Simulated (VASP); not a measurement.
# H6C3F4 in VASP: notebook

Runs on H6C3F4. Level: r2SCAN+D3(BJ). Tasks: single point.

Everything below comes from runs of VASP 6.6.1. Logs are shortened: lines on timing, memory, paths and dates and some standing lists are left out, and cuts for length are marked.

### Step 1. The cell of the first run

The cell holds a disordered packing, 39 atoms: a = 7.906 Å, b = 7.906 Å, c = 7.906 Å, α = 90.00°, β = 90.00°, γ = 90.00°.

### Step 2. Single point, r2SCAN+D3(BJ)

File POSCAR:

```
H6C3F4
1.0
    7.9056630000      0.0000000000      0.0000000000
    0.0000000000      7.9056630000      0.0000000000
    0.0000000000      0.0000000000      7.9056630000
C H F
9 18 12
Direct
    0.9001981337      0.6947508993      0.0200390788
    0.8925231433      0.5558454773      0.1534929773
    0.8722169177      0.3203671505      0.7442337653
    0.7874370119      0.3369101318      0.5717237879
   -0.0467043920      0.8888778237      0.5360306466
    0.1045240132      0.7694560910      0.5296605832
    0.4153670727      0.6089061837      1.0034150300
    0.3280660156      0.0953472086      0.9404688046
    0.3077990119      0.2511780175      0.4041787110
    1.0239069236      0.6993584786     -0.0407682982
    0.8068981371      0.6742532043     -0.0793854746
    0.8760788963      0.8192036759      0.0752146040
    0.7684233829      0.5496335186      0.2134794495
    0.9182853301      0.4317765245      0.0985539872
    0.9851602292      0.5767751100      0.2532836024
    0.9627570301      0.4222767387      0.7661212837
    0.7791144671      0.3253939908      0.8463315902
    0.9406367253      0.2005911676      0.7557945348
    0.6998453800      0.2326909284      0.5490364443
    0.7160420569      0.4551865727      0.5616267843
    0.8798439996      0.3356910127      0.4688506321
   -0.1058715348      0.8878254208      0.6611212864
   -0.0090421137      1.0195667049      0.5089707043
   -0.1432361438      0.8534635659      0.4429464386
    0.1629743053      0.7696919975      0.4043428330
    0.2013403324      0.8063766260      0.6213113449
    0.0670207856      0.6391522537      0.5584322966
    0.4980477583      0.7467678328      1.0505933385
    0.2926326996      0.5779687231      1.1127858059
    0.3498348745      0.6320843067      0.8509986970
    0.5209972803      0.4793590379      0.9989184438
    0.4498553420      0.1156287703      1.0533844511
    0.2143792235     -0.0129409062      0.9992600704
    0.2541487032      0.2424682175      0.9108481400
    0.3935281869      0.0359893243      0.7981425400
    0.3627689430      0.0947370990      0.4314595619
    0.1851032806      0.2482226806      0.2899666648
    0.2483466322      0.3156028120      0.5470872304
    0.4345504592      0.3456366272      0.3477618277
```

File INCAR.step1:

```
PREC = Accurate ; ENCUT = 520
ISMEAR = -1 ; SIGMA = 0.02
LREAL = Auto ; LASPH = True
NELM = 60 ; NBANDS = 94
GGA = PE ; ALGO = Normal
EDIFF = 1E-4 ; LWAVE = True
LCHARG = False
```

File INCAR.step2:

```
PREC = Accurate ; ENCUT = 520
EDIFF = 1E-6 ; ISMEAR = -1
SIGMA = 0.02 ; LREAL = Auto
LASPH = True ; NELM = 60
ALGO = Normal ; ISIF = 2
LWAVE = False ; LCHARG = False
METAGGA = R2SCAN ; LMIXTAU = True
IVDW = 12 ; VDW_S6 = 1.0
VDW_S8 = 0.78981345 ; VDW_A1 = 0.49484001
VDW_A2 = 5.73083694 ; NBANDS = 94
ISTART = 1
```

File KPOINTS:

```
regular mesh
0
Gamma
  1 1 1
```

Potentials or basis: VASP PAW PBE potentials, release 64 (C, H, F).

Command:

```
> cat potpaw_PBE.64/C/POTCAR potpaw_PBE.64/H/POTCAR potpaw_PBE.64/F/POTCAR > POTCAR
> cp INCAR.step1 INCAR
> mpirun -np 1 vasp_gam > vasp.out
> cp INCAR.step2 INCAR
> mpirun -np 1 vasp_gam > vasp.out
```

OUTCAR:

```text
PREC = Accurate
   ENCUT = 520
   EDIFF = 1E-6
   ISMEAR = -1
   LREAL = Auto
   LASPH = True
   NELM = 60
   ISIF = 2
   METAGGA = R2SCAN
   IVDW = 12
   ISTART = 1
 IVDW          = 12

 ion  position               nearest neighbor table
   1  0.900  0.695  0.020-  11 1.09  10 1.09  12 1.09   2 1.52
   2  0.893  0.556  0.153-  15 1.09  13 1.09  14 1.09   1 1.52
   3  0.872  0.320  0.744-  16 1.09  17 1.09  18 1.09   4 1.53
   4  0.787  0.337  0.572-  19 1.09  21 1.09  20 1.10   3 1.53
   5  0.953  0.889  0.536-  22 1.09  23 1.10  24 1.10   6 1.52
   6  0.105  0.769  0.530-  25 1.09  26 1.09  27 1.10   5 1.52
   7  0.415  0.609  0.003-  31 1.32  29 1.32  30 1.32  28 1.32
   8  0.328  0.095  0.940-  34 1.32  32 1.32  35 1.32  33 1.33
   9  0.308  0.251  0.404-  37 1.33  38 1.33  39 1.33  36 1.33
  10  0.024  0.699  0.959-   1 1.09
  11  0.807  0.674  0.921-   1 1.09
  12  0.876  0.819  0.075-   1 1.09
  13  0.768  0.550  0.213-   2 1.09
  14  0.918  0.432  0.099-   2 1.09
  15  0.985  0.577  0.253-   2 1.09
[... 22 lines left out ...]
  38  0.248  0.316  0.547-   9 1.33
  39  0.435  0.346  0.348-   9 1.33

  LATTYP: Found a simple cubic cell.
 ALAT       =     7.9056630000

  Lattice vectors:

 A1 = (   7.9056630000,   0.0000000000,   0.0000000000)
 A2 = (   0.0000000000,   7.9056630000,   0.0000000000)
 A3 = (   0.0000000000,   0.0000000000,   7.9056630000)

Analysis of symmetry for initial positions (statically):
=====================================================================
 Subroutine PRICEL returns:
 Original cell was already a primitive cell.

 Routine SETGRP: Setting up the symmetry group for a
 simple cubic supercell.

 Subroutine GETGRP returns: Found  1 space group operations
 (whereof  1 operations were pure point group operations)
 out of a pool of 48 trial point group operations.

The static configuration has the point symmetry C_1 .

Analysis of symmetry for dynamics (positions and initial velocities):
=====================================================================
 Subroutine PRICEL returns:
 Original cell was already a primitive cell.

 Routine SETGRP: Setting up the symmetry group for a
 simple cubic supercell.

 Subroutine GETGRP returns: Found  1 space group operations
 (whereof  1 operations were pure point group operations)
 out of a pool of 48 trial point group operations.

The dynamic configuration has the point symmetry C_1 .

 Subroutine INISYM returns: Found  1 space group operations
 (whereof  1 operations are pure point group operations),
 and found     1 'primitive' translations

----------------------------------------------------------------------------------------

                                     Primitive cell

  volume of cell :     494.1000

  direct lattice vectors                    reciprocal lattice vectors
     7.905663000  0.000000000  0.000000000     0.126491605  0.000000000  0.000000000
     0.000000000  7.905663000  0.000000000     0.000000000  0.126491605  0.000000000
     0.000000000  0.000000000  7.905663000     0.000000000  0.000000000  0.126491605

  length of vectors
     7.905663000  7.905663000  7.905663000     0.126491605  0.126491605  0.126491605

  position of ions in fractional coordinates (direct lattice)
     0.900198134  0.694750899  0.020039079
     0.892523143  0.555845477  0.153492977
     0.872216918  0.320367150  0.744233765
     0.787437012  0.336910132  0.571723788
     0.953295608  0.888877824  0.536030647
     0.104524013  0.769456091  0.529660583
[... 31 lines left out ...]
     0.248346632  0.315602812  0.547087230
     0.434550459  0.345636627  0.347761828

  ion indices of the primitive-cell ions
   primitive index   ion index
                 1           1
                 2           2
                 3           3
                 4           4
                 5           5
                 6           6
[... 31 lines left out ...]
                38          38
                39          39

----------------------------------------------------------------------------------------

 KPOINTS: regular mesh

Automatic generation of k-mesh.
 Grid dimensions read from file:
 generate k-points for:    1    1    1

 Generating k-lattice:

  Cartesian coordinates                     Fractional coordinates (reciprocal lattice)
     0.126491605  0.000000000  0.000000000     1.000000000  0.000000000  0.000000000
     0.000000000  0.126491605  0.000000000     0.000000000  1.000000000  0.000000000
     0.000000000  0.000000000  0.126491605     0.000000000  0.000000000  1.000000000

  Length of vectors
     0.126491605  0.126491605  0.126491605

  Shift w.r.t. Gamma in fractional coordinates (k-lattice)
     0.000000000  0.000000000  0.000000000

 Subroutine IBZKPT returns following result:
 ===========================================

 Found      1 irreducible k-points:

 Following reciprocal coordinates:
            Coordinates               Weight
  0.000000  0.000000  0.000000      1.000000
   k-points           NKPTS =      1   k-points in BZ     NKDIM =      1   number of bands    NBANDS=     94
   number of dos      NEDOS =    301   number of ions     NIONS =     39
   total plane-waves  NPLWV = 216000
   dimension x,y,z NGX =    60 NGY =   60 NGZ =   60
   dimension x,y,z NGXF=   120 NGYF=  120 NGZF=  120
   ions per type =               9  18  12
   NGX,Y,Z   is equivalent  to a cutoff of  12.62, 12.62, 12.62 a.u.
   NGXF,Y,Z  is equivalent  to a cutoff of  25.23, 25.23, 25.23 a.u.
 SYSTEM =  unknown system
   PREC   = accura    normal or accurate (medium, high low for compatibility)
   ISTART =      1    job   : 0-new  1-cont  2-samecut
   ICHARG =      0    charge: 1-file 2-atom 10-const
   ISPIN  =      1    spin polarized calculation?
   LNONCOLLINEAR =      F non collinear calculations
   LSORBIT =      F    spin-orbit coupling
   LASPH  =      T    aspherical Exc in radial PAW
   ENCUT  =  520.0 eV  38.22 Ry    6.18 a.u.  14.70 14.70 14.70*2*pi/ulx,y,z
   NELM   =     60;   NELMIN=  2; NELMDL=  0     # of ELM steps
   EDIFF  = 0.1E-05   stopping-criterion for ELM
   LREAL  =      T    real-space projection
   EDIFFG = 0.1E-04   stopping-criterion for IOM
   NSW    =      0    number of steps for IOM
   IBRION =     -1    ionic relax: 0-MD 1-quasi-New 2-CG
   NFREE  =      0    steps in history (QN), initial steepest desc. (CG)
   ISIF   =      2    stress and relaxation
   ISYM   =      2    0-nonsym 1-usesym 2-fastsym
   POTIM  = 0.5000    time-step for ionic-motion
   TEBEG  =    0.0;   TEEND  =   0.0 temperature during run
   PSTRESS=    0.0 pullay stress
   NELECT =     138.0000    total number of electrons
   NUPDOWN=      -1.0000    fix difference up-down
   EMIN   =  10.00;   EMAX   =-10.00  energy-range for DOS
   EFERMI =   0.00;   METHOD = LEGACY
   ISMEAR =    -1;   SIGMA  =   0.02  broadening in eV -4-tet -1-fermi 0-gaus
   EFERMI_NEDOS =   21; number of points for ismear=-14 and -15
   IALGO  =     38    algorithm
   IMIX   =      4    mixing-type and parameters
     AMIX     =   0.40;   BMIX     =  1.00
     AMIX_MAG =   1.60;   BMIX_MAG =  1.00
  volume/ion in A,a.u.               =      12.67        85.50
  Fermi-wavevector in a.u.,A,eV,Ry     =   1.070113  2.022220 15.580595  1.145141
  Thomas-Fermi vector in A             =   2.205813
   LORBIT       =      0    0 simple, 1 ext, 2 COOP (PROOUT), +10 PAW based schemes
   METAGGA = R2SCAN    functional components
   LHFCALC =     F    Hartree Fock is set to
   AEXX    =    0.0000 exact exchange contribution
   IVDW    =    12    specifies the selected vdW correction
   LEPSILON=     F    determine dielectric tensor
   LRPA    =     F    only Hartree local field effects (RPA)
 non-spin polarized calculation
  energy-cutoff  :      520.00
  volume of cell :      494.10
 maximum number of plane-waves:      6651
 NGX is ok and might be reduce to    60
   NGX = 29   NGY = 29   NGZ = 29

 number of electron     137.9999998 magnetization

 Free energy of the ion-electron system (eV)
  ---------------------------------------------------
  ext. energy  EPLUGINS =         0.00000000
  ---------------------------------------------------
  free energy    TOTEN  =      -222.46214364 eV

  energy without entropy =     -222.46214364  energy(sigma->0) =     -222.46214364

 E-fermi :  -4.2365     XC(G=0):  -6.7887

 val. band max:       -4.7256444130   @ k =   0.0000   0.0000   0.0000
 cond. band min:       2.7989602707   @ k =   0.0000   0.0000   0.0000
 fundamental gap:      7.5246046837
 Fermi energy:        -4.2364727080

 k-point     1 :       0.0000    0.0000    0.0000
  band No.  band energies     occupation
      1     -33.3187      2.00000
      2     -33.2662      2.00000
      3     -33.1842      2.00000
      4     -30.2278      2.00000
      5     -30.2137      2.00000
      6     -30.1994      2.00000
[... 73 lines left out ...]
     80       6.1640      0.00000
     81       6.3036      0.00000
 [bands above 81 left out]

------------------------ aborting loop because EDIFF is reached ----------------------------------------

 Edisp (eV)   -0.64569

 E8    (eV) :    -0.1035

  FORCE on cell =-STRESS in cart. coord.  units (eV):
  Direction    XX          YY          ZZ          XY          YZ          ZX
  --------------------------------------------------------------------------------------
  -------------------------------------------------------------------------------------
  Total       2.29344     1.47654     1.97210    -0.02700     0.16323     0.45735
  in kB       7.43674     4.78785     6.39476    -0.08754     0.52928     1.48302
  external pressure =        6.21 kB  Pullay stress =        0.00 kB

 VOLUME and BASIS-vectors are now :
 -----------------------------------------------------------------------------
  energy-cutoff  :      520.00
  volume of cell :      494.10
      direct lattice vectors                 reciprocal lattice vectors
     7.905663000  0.000000000  0.000000000     0.126491605  0.000000000  0.000000000
     0.000000000  7.905663000  0.000000000     0.000000000  0.126491605  0.000000000
     0.000000000  0.000000000  7.905663000     0.000000000  0.000000000  0.126491605

 POSITION                                       TOTAL-FORCE (eV/Angst)
 -----------------------------------------------------------------------------------
      7.11666      5.49247      0.15842         0.010707     -0.019422      0.067385
      7.05599      4.39433      1.21346        -0.001361      0.027646     -0.055232
      6.89545      2.53271      5.88366        -0.037118     -0.054324     -0.034629
      6.22521      2.66350      4.51986         0.041737      0.063166      0.046000
      7.53643      7.02717      4.23768        -0.012435      0.041138     -0.043022
      0.82633      6.08306      4.18732        -0.000045     -0.025654      0.043482
[... 31 lines left out ...]
      1.96334      2.49505      4.32509        -0.116250      0.180456      0.397414
      3.43541      2.73249      2.74929         0.271981      0.223550     -0.071652
 -----------------------------------------------------------------------------------
    total drift:                               -0.006672      0.019634     -0.005206

  FREE ENERGIE OF THE ION-ELECTRON SYSTEM (eV)
  ---------------------------------------------------
  free  energy   TOTEN  =      -223.1078350321 eV

  energy  without entropy=     -223.1078350321  energy(sigma->0) =     -223.10783503
```

Run time: 2.9 min. Hardware: 1 thread of Intel Xeon 6975P-C (Granite Rapids), shared host; peak memory 0.54 GiB.

What came out:

- Free energy: -223.1078 eV
- Pressure: 0.6 GPa
- Largest force: 0.620 eV/Å
- Band gap on the k mesh: 7.52 eV
- Dispersion energy per atom: -0.017 eV

Forces on the atoms (eV/Å):
```
C    0.011 -0.019  0.067
C   -0.001  0.028 -0.055
C   -0.037 -0.054 -0.035
C    0.042  0.063  0.046
C   -0.012  0.041 -0.043
C    0.000 -0.026  0.043
C   -0.046 -0.001 -0.017
C   -0.002 -0.030 -0.018
C    0.149 -0.069  0.021
H    0.037  0.000 -0.015
H   -0.049 -0.011 -0.046
H   -0.011  0.023  0.004
H   -0.046  0.003  0.014
H    0.002 -0.019 -0.004
H    0.053  0.016  0.045
H    0.034  0.023  0.001
H    0.015 -0.020 -0.029
H   -0.042  0.065 -0.020
H   -0.041 -0.035  0.001
H    0.031 -0.055  0.013
H   -0.008  0.012  0.031
H   -0.008  0.006 -0.043
H   -0.033 -0.115  0.010
H    0.059  0.017  0.081
H    0.025  0.000  0.018
H   -0.044 -0.021 -0.065
H    0.022  0.086 -0.014
F    0.274  0.485  0.153
F   -0.413 -0.111  0.379
F   -0.211  0.105 -0.520
F    0.392 -0.480 -0.021
F    0.438  0.062  0.411
F   -0.376 -0.372  0.183
F   -0.271  0.530 -0.103
F    0.213 -0.201 -0.469
F    0.090 -0.293  0.047
F   -0.392 -0.039 -0.383
F   -0.116  0.180  0.397
F    0.272  0.224 -0.072
```

Stress tensor (GPa, compression positive):
```
 0.74 -0.01  0.15
-0.01  0.48  0.05
 0.15  0.05  0.64
```

Levels at points of the mesh, in eV from the valence-band top:
```tsv
k point	band 67	band 68	band 69	band 70	band 71	band 72
(0.00, 0.00, 0.00)	-0.17	-0.10	0.00	7.52	9.18	9.41
```

Caveat: the k points lie up to 0.79 Å⁻¹ apart; the PAW data sets were made with another functional, which shifts forces and pressure a little.

### Step 3. Single point, r2SCAN+D3(BJ)

File POSCAR:

```
H6C3F4
1.0
    7.9056630000      0.0000000000      0.0000000000
    0.0000000000      7.9056630000      0.0000000000
    0.0000000000      0.0000000000      7.9056630000
C H F
9 18 12
Direct
    0.8836956496      0.7227856791      0.0228949805
    0.8905641437      0.5766119806      0.1521314531
    0.8605476859      0.3255893908      0.7434670565
    0.7779233696      0.3466755413      0.5671377594
   -0.0474722993      0.8830884899      0.5274446938
    0.1123118959      0.7705742074      0.5246745276
    0.4263020065      0.6040859571      0.9978037263
    0.3300671936      0.0913395878      0.9368347727
    0.3010500195      0.2458364340      0.4073029675
    0.9945275937      0.7197372314     -0.0532656148
    0.7703465225      0.7131723171     -0.0546696716
    0.9066918233      0.8475569981      0.0780073727
    0.7700049952      0.5448372894      0.2013872840
    0.9426786849      0.4655397024      0.0924906614
    0.9766290316      0.6114983652      0.2564996762
    0.9572884652      0.4212043949      0.7561541644
    0.7754314850      0.3357719650      0.8568920785
    0.9257920556      0.2024877610      0.7504746914
    0.6971078833      0.2407894189      0.5423327556
    0.7094534639      0.4670576016      0.5787876362
    0.8670367052      0.3532278064      0.4612895844
   -0.1018636894      0.8772445777      0.6541260360
   -0.0150019043      1.0160058682      0.5040563960
   -0.1375722694      0.8358312263      0.4314755132
    0.1644011388      0.7895732464      0.4031666920
    0.1979973090      0.8280772909      0.6134969325
    0.0900367243      0.6410974007      0.5536664034
    0.5042081860      0.7428093001      1.0411523992
    0.3087027616      0.5705024360      1.1124810152
    0.3614371116      0.6290048033      0.8441290756
    0.5308979146      0.4713330179      0.9934903625
    0.4499053400      0.1136780052      1.0537762614
    0.2280137668     -0.0299279137      0.9984488335
    0.2527555247      0.2374500406      0.9058822770
    0.4023444966      0.0369355486      0.7964543897
    0.3687230280      0.0966901827      0.4323356561
    0.1780116355      0.2306194939      0.2970781831
    0.2369314250      0.3095376061      0.5496313212
    0.4249738447      0.3539994052      0.3506726760
```

File INCAR.step1:

```
SYSTEM = H6C3F4
PREC = Accurate ; ENCUT = 520
ISMEAR = -1 ; SIGMA = 0.02
LREAL = Auto ; LASPH = .TRUE.
NELM = 60 ; NBANDS = 94
GGA = PE ; ALGO = Normal
EDIFF = 1E-4 ; LWAVE = .TRUE.
LCHARG = .FALSE.
```

File INCAR.step2:

```
SYSTEM = H6C3F4
PREC = Accurate ; ENCUT = 520
EDIFF = 1E-6 ; ISMEAR = -1
SIGMA = 0.02 ; LREAL = Auto
LASPH = .TRUE. ; NELM = 60
ALGO = Normal ; ISIF = 2
LWAVE = .FALSE. ; LCHARG = .FALSE.
METAGGA = R2SCAN ; LMIXTAU = .TRUE.
IVDW = 12 ; VDW_S6 = 1.0
VDW_S8 = 0.78981345 ; VDW_A1 = 0.49484001
VDW_A2 = 5.73083694 ; NBANDS = 94
ISTART = 1
```

File KPOINTS:

```
regular mesh
0
G
  1 1 1
  0 0 0
```

Potentials or basis: VASP PAW PBE potentials, release 64 (C, H, F).

Command:

```
> cat potpaw_PBE.64/C/POTCAR potpaw_PBE.64/H/POTCAR potpaw_PBE.64/F/POTCAR > POTCAR
> cp INCAR.step1 INCAR
> mpirun -np 1 vasp_gam > vasp.out
> cp INCAR.step2 INCAR
> mpirun -np 1 vasp_gam > vasp.out
```

It took 2.9 min on 1 thread of Intel Xeon 6975P-C (Granite Rapids), shared host; peak memory 0.54 GiB.

It converged, with:

| Quantity | Value |
| --- | --- |
| Free energy | -222.3761 eV |
| Pressure | 0.6 GPa |
| Largest force | 2.218 eV/Å |
| Band gap on the k mesh | 7.42 eV |
| Dispersion energy per atom | -0.017 eV |

Forces on the atoms (eV/Å):
```
C    0.215 -0.263  0.721
C    1.283  1.158 -0.178
C    0.242 -0.732 -0.115
C    0.149  0.662  1.355
C    0.028 -0.767  0.106
C   -0.842  2.014  0.394
C   -0.331 -0.719 -0.218
C    0.675 -0.402  0.716
C    1.018  1.318  0.064
H    0.704 -0.579 -1.069
H    0.279  0.415 -0.082
H   -1.007  0.084  0.382
H   -0.938 -0.141  0.525
H    0.102 -0.456 -0.153
H   -0.345 -0.267 -0.214
H    0.330  0.329  0.280
H    0.305 -0.070 -1.136
H   -0.136  0.234  0.151
H   -0.749 -0.271 -0.177
H   -0.261 -0.314 -0.695
H    0.159  0.129  0.352
H   -0.397  0.031 -0.084
H   -0.078 -0.240 -0.183
H    0.036  0.429  0.422
H    0.841 -0.401 -1.184
H    0.587 -0.236  0.431
H   -0.180 -0.817  0.130
F    0.868  0.964  0.561
F   -0.748  0.039 -0.066
F   -0.410 -0.340 -0.106
F    0.287  0.120 -0.187
F    0.226  0.421  0.151
F   -0.556  0.570 -0.459
F   -0.415 -0.346  0.254
F    0.058 -0.219 -0.619
F    0.442 -0.727  0.386
F   -0.542  0.215 -0.943
F    0.136 -0.058  0.237
F   -1.031 -0.768  0.251
```

Stress tensor (GPa, compression positive):
```
 1.87 -0.22  0.16
-0.22 -0.30  0.45
 0.16  0.45  0.32
```

Levels at points of the mesh, in eV from the valence-band top:
```
           k point  band 67  band 68  band 69  band 70  band 71  band 72
(0.00, 0.00, 0.00)    -0.26    -0.03     0.00     7.42     9.03     9.23
```

Caveat: the k points lie up to 0.79 Å⁻¹ apart; the PAW data sets were made with another functional, which shifts forces and pressure a little.

(Continued in part 2 of 2.)
